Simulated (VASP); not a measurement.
# Y (Fm-3m) in VASP: further runs, part 2 of 2

VASP 6.6.1. The steps go on from the part before.

### Step 3. Single point, PBE

File INCAR:

```
ALGO = Normal ; EDIFF = 1E-6
ENCUT = 520 ; GGA = PE
ISIF = 2 ; ISMEAR = -1
LASPH = True ; LCHARG = True
LELF = True ; LREAL = False
LVHAR = True ; LWAVE = False
NBANDS = 12 ; NELM = 80
PREC = Accurate ; SIGMA = 0.03
```

File KPOINTS:

```
k-points
0
Gamma
  12 12 12
```

File POSCAR:

```
Y
1.0
    0.0000000000      2.5519910612      2.5519910612
    2.5519910612      0.0000000000      2.5519910612
    2.5519910612      2.5519910612      0.0000000000
Y
1
Direct
    0.0000000000      0.0000000000      0.0000000000
```

Potentials or basis: VASP PAW PBE potentials, release 64 (Y_sv).

On the command line:

```
$ cat potpaw_PBE.64/Y_sv/POTCAR > POTCAR
$ mpirun -np 1 vasp_std > vasp.out
```

OUTCAR:

```text
EDIFF = 1E-6
   ENCUT = 520
   GGA = PE
   ISIF = 2
   ISMEAR = -1
   LASPH = True
   LREAL = False
   NELM = 80
   PREC = Accurate

 ion  position               nearest neighbor table
   1  0.000  0.000  0.000-

  LATTYP: Found a face centered cubic cell.
 ALAT       =     5.1039821224

  Lattice vectors:

 A1 = (   0.0000000000,   2.5519910612,   2.5519910612)
 A2 = (   2.5519910612,   0.0000000000,   2.5519910612)
 A3 = (   2.5519910612,   2.5519910612,   0.0000000000)

Analysis of symmetry for initial positions (statically):
=====================================================================
 Subroutine PRICEL returns:
 Original cell was already a primitive cell.

 Routine SETGRP: Setting up the symmetry group for a
 face centered cubic supercell.

 Subroutine GETGRP returns: Found 48 space group operations
 (whereof 48 operations were pure point group operations)
 out of a pool of 48 trial point group operations.

The static configuration has the point symmetry O_h .

Analysis of symmetry for dynamics (positions and initial velocities):
=====================================================================
 Subroutine PRICEL returns:
 Original cell was already a primitive cell.

 Routine SETGRP: Setting up the symmetry group for a
 face centered cubic supercell.

 Subroutine GETGRP returns: Found 48 space group operations
 (whereof 48 operations were pure point group operations)
 out of a pool of 48 trial point group operations.

The dynamic configuration has the point symmetry O_h .

 Subroutine INISYM returns: Found 48 space group operations
 (whereof 48 operations are pure point group operations),
 and found     1 'primitive' translations

----------------------------------------------------------------------------------------

                                     Primitive cell

  volume of cell :      33.2405

  direct lattice vectors                    reciprocal lattice vectors
     0.000000000  2.551991061  2.551991061    -0.195925451  0.195925451  0.195925451
     2.551991061  0.000000000  2.551991061     0.195925451 -0.195925451  0.195925451
     2.551991061  2.551991061  0.000000000     0.195925451  0.195925451 -0.195925451

  length of vectors
     3.609060370  3.609060370  3.609060370     0.339352836  0.339352836  0.339352836

  position of ions in fractional coordinates (direct lattice)
     0.000000000  0.000000000  0.000000000

  ion indices of the primitive-cell ions
   primitive index   ion index
                 1           1

----------------------------------------------------------------------------------------

 KPOINTS: k-points

Automatic generation of k-mesh.
 Grid dimensions read from file:
 generate k-points for:   12   12   12

 Generating k-lattice:

  Cartesian coordinates                     Fractional coordinates (reciprocal lattice)
    -0.016327121  0.016327121  0.016327121     0.083333333  0.000000000  0.000000000
     0.016327121 -0.016327121  0.016327121     0.000000000  0.083333333  0.000000000
     0.016327121  0.016327121 -0.016327121     0.000000000  0.000000000  0.083333333

  Length of vectors
     0.028279403  0.028279403  0.028279403

  Shift w.r.t. Gamma in fractional coordinates (k-lattice)
     0.000000000  0.000000000  0.000000000

 Subroutine IBZKPT returns following result:
 ===========================================

 Found     72 irreducible k-points:

 Following reciprocal coordinates:
            Coordinates               Weight
  0.000000  0.000000  0.000000      1.000000
  0.083333  0.000000  0.000000      8.000000
  0.166667  0.000000  0.000000      8.000000
  0.250000  0.000000  0.000000      8.000000
  0.333333  0.000000  0.000000      8.000000
  0.416667  0.000000  0.000000      8.000000
[... 16 lines left out ...]
  0.500000  0.166667  0.000000     24.000000
 -0.416667  0.166667  0.000000     24.000000
 [... further k-points ...]
   k-points           NKPTS =     72   k-points in BZ     NKDIM =     72   number of bands    NBANDS=     12
   number of dos      NEDOS =    301   number of ions     NIONS =      1
   total plane-waves  NPLWV =  21952
   dimension x,y,z NGX =    28 NGY =   28 NGZ =   28
   dimension x,y,z NGXF=    56 NGYF=   56 NGZF=   56
   ions per type =               1
   NGX,Y,Z   is equivalent  to a cutoff of  12.90, 12.90, 12.90 a.u.
   NGXF,Y,Z  is equivalent  to a cutoff of  25.80, 25.80, 25.80 a.u.
 SYSTEM =  unknown system
   PREC   = accura    normal or accurate (medium, high low for compatibility)
   ISTART =      0    job   : 0-new  1-cont  2-samecut
   ICHARG =      2    charge: 1-file 2-atom 10-const
   ISPIN  =      1    spin polarized calculation?
   LNONCOLLINEAR =      F non collinear calculations
   LSORBIT =      F    spin-orbit coupling
   LASPH  =      T    aspherical Exc in radial PAW
   ENCUT  =  520.0 eV  38.22 Ry    6.18 a.u.   6.71  6.71  6.71*2*pi/ulx,y,z
   NELM   =     80;   NELMIN=  2; NELMDL= -5     # of ELM steps
   EDIFF  = 0.1E-05   stopping-criterion for ELM
   LREAL  =      F    real-space projection
[... 7 lines left out ...]
   TEBEG  =    0.0;   TEEND  =   0.0 temperature during run
   PSTRESS=    0.0 pullay stress
   NELECT =      11.0000    total number of electrons
   NUPDOWN=      -1.0000    fix difference up-down
   EMIN   =  10.00;   EMAX   =-10.00  energy-range for DOS
   EFERMI =   0.00;   METHOD = LEGACY
   ISMEAR =    -1;   SIGMA  =   0.03  broadening in eV -4-tet -1-fermi 0-gaus
   EFERMI_NEDOS =   21; number of points for ismear=-14 and -15
   IALGO  =     38    algorithm
   IMIX   =      4    mixing-type and parameters
     AMIX     =   0.40;   BMIX     =  1.00
     AMIX_MAG =   1.60;   BMIX_MAG =  1.00
  volume/ion in A,a.u.               =      33.24       224.32
  Fermi-wavevector in a.u.,A,eV,Ry     =   1.132357  2.139844 17.445821  1.282232
  Thomas-Fermi vector in A             =   2.269058
   LORBIT       =      0    0 simple, 1 ext, 2 COOP (PROOUT), +10 PAW based schemes
   GGA     = PE    functional components
   LHFCALC =     F    Hartree Fock is set to
   AEXX    =    0.0000 exact exchange contribution
   IVDW    =     0    specifies the selected vdW correction
   LEPSILON=     F    determine dielectric tensor
   LRPA    =     F    only Hartree local field effects (RPA)
 non-spin polarized calculation
  energy-cutoff  :      520.00
  volume of cell :       33.24
 maximum number of plane-waves:       934
   NGX = 13   NGY = 13   NGZ = 13

 number of electron      11.0000001 magnetization

 Free energy of the ion-electron system (eV)
  ---------------------------------------------------
  ext. energy  EPLUGINS =         0.00000000
  ---------------------------------------------------
  free energy    TOTEN  =        -6.40551449 eV

  energy without entropy =       -6.40029054  energy(sigma->0) =       -6.40290251

 E-fermi :   2.9933     XC(G=0):  -9.3779

 val. band max:        2.9669857020   @ k =  -0.2500   0.4167   0.1667
 cond. band min:       3.0026546768   @ k =  -0.3333   0.2500   0.0000
 fundamental gap:      0.0356689748
 Fermi energy:         2.9933256324

 k-point     1 :       0.0000    0.0000    0.0000
  band No.  band energies     occupation
      1     -39.7356      2.00000
      2     -19.4481      2.00000
      3     -19.4481      2.00000
      4     -19.4481      2.00000
      5      -1.7278      2.00000
      6       4.7613      0.00000
      7       4.7613      0.00000
      8       4.7613      0.00000
      9       6.7151      0.00000
     10       6.7151      0.00000
     11      11.9042      0.00000
     12      15.1073      0.00000

 k-point     2 :       0.0833    0.0000    0.0000
  band No.  band energies     occupation
      1     -39.7317      2.00000
      2     -19.4852      2.00000
      3     -19.4528      2.00000
      4     -19.4528      2.00000
      5      -1.5589      2.00000
      6       4.5735      0.00000
      7       4.8395      0.00000
      8       4.8395      0.00000
      9       6.6298      0.00000
     10       6.6298      0.00000
     11      12.2866      0.00000
     12      14.3504      0.00000
[... 316 lines left out ...]
 k-point    24 :      -0.4167    0.1667    0.0000
  band No.  band energies     occupation
      1     -39.6706      2.00000
      2     -19.9259      2.00000
      3     -19.6142      2.00000
      4     -19.5369      2.00000
      5       1.6041      2.00000
      6       3.0897      0.07732
      7       4.0732      0.00000
      8       5.0960      0.00000
      9       7.7442      0.00000
     10       8.6911      0.00000
     11      10.2182      0.00000
     12      13.0662      0.00000

 [... further k-points ...]

------------------------ aborting loop because EDIFF is reached ----------------------------------------

  FORCE on cell =-STRESS in cart. coord.  units (eV):
  Direction    XX          YY          ZZ          XY          YZ          ZX
  --------------------------------------------------------------------------------------
  -------------------------------------------------------------------------------------
  Total       -0.2185843     -0.2185843     -0.2185843     -0.0000000      0.0000000     -0.0000000
  in kB      -10.5356678    -10.5356678    -10.5356678     -0.0000000      0.0000000     -0.0000000
  external PRESSURE =     -10.5356678 kB  Pullay stress =       0.0000000 kB

 VOLUME and BASIS-vectors are now :
 -----------------------------------------------------------------------------
  energy-cutoff  :      520.00
  volume of cell :       33.24
      direct lattice vectors                 reciprocal lattice vectors
     0.000000000  2.551991061  2.551991061    -0.195925451  0.195925451  0.195925451
     2.551991061  0.000000000  2.551991061     0.195925451 -0.195925451  0.195925451
     2.551991061  2.551991061  0.000000000     0.195925451  0.195925451 -0.195925451

 POSITION                                       TOTAL-FORCE (eV/Angst)
 -----------------------------------------------------------------------------------
      0.00000      0.00000      0.00000         0.000000      0.000000      0.000000
 -----------------------------------------------------------------------------------
    total drift:                               -0.000000     -0.000000     -0.000000

  FREE ENERGIE OF THE ION-ELECTRON SYSTEM (eV)
  ---------------------------------------------------
  free  energy   TOTEN  =        -6.4055144850 eV

  energy  without entropy=       -6.4002905400  energy(sigma->0) =       -6.40290251
```

OSZICAR:

```text
N       E                     dE             d eps       ncg     rms          rms(c)
DAV:   1     0.244760976847E+02    0.24476E+02   -0.55475E+03  1744   0.836E+02
DAV:   2    -0.524995468475E+01   -0.29726E+02   -0.28956E+02  2088   0.162E+02
DAV:   3    -0.656798512858E+01   -0.13180E+01   -0.12933E+01  2452   0.218E+01
DAV:   4    -0.659949629208E+01   -0.31511E-01   -0.31487E-01  2012   0.330E+00
DAV:   5    -0.660013067822E+01   -0.63439E-03   -0.63433E-03  2280   0.366E-01    0.220E+01
DAV:   6    -0.643694296014E+01    0.16319E+00   -0.19635E-01  1840   0.295E+00    0.134E+01
DAV:   7    -0.640873559985E+01    0.28207E-01   -0.27874E-01  2016   0.351E+00    0.120E+00
DAV:   8    -0.640570232999E+01    0.30333E-02   -0.35595E-02  2032   0.144E+00    0.335E-01
DAV:   9    -0.640559341811E+01    0.10891E-03   -0.60858E-04  2096   0.201E-01    0.150E-01
DAV:  10    -0.640551502569E+01    0.78392E-04   -0.27758E-04  1956   0.135E-01    0.447E-02
DAV:  11    -0.640551492459E+01    0.10110E-06   -0.25698E-05  2012   0.402E-02    0.147E-02
DAV:  12    -0.640551448502E+01    0.43958E-06   -0.11247E-06  1788   0.877E-03
   1 F= -.64055145E+01 E0= -.64029025E+01  d E =-.522395E-02
```

Wall time 48 s (1 thread of Intel Xeon 8259CL, shared host); peak memory 0.19 GiB.

Results:

```yaml
Free_energy: -6.4055 eV
Pressure: -1.1 GPa
Band_gap_on_the_k_mesh: zero (an odd number of electrons rules out a gap without spin polarisation)
```
